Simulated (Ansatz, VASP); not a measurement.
**Two plane-wave programs on Zn**

```
Zn
1.0
     0.00000    1.95159    1.95159
     1.95159    0.00000    1.95159
     1.95159    1.95159    0.00000
Zn
1
Direct
  0.00000 0.00000 0.00000
```

Alike in both runs: task single point; functional r2SCAN; k mesh 13 × 13 × 13; occupations methfessel-paxton of order 1, width 0.3 eV; no spin polarisation.

```csv
,VASP,Ansatz
version,VASP 6.6.1,Ansatz 0.2.0
potentials or method,"VASP PAW PBE potentials, release 64 (Zn), cutoff 520 eV","plane waves, PAW"
valence electrons in the cell,12,12
```

Ansatz gave:

```
pressure (GPa) : -3.0
```

Which values does VASP return?

Pressure (GPa): -2.8.

VASP's potentials were made for PBE, not for r2SCAN. Ansatz's warnings: stress scf threshold loose.
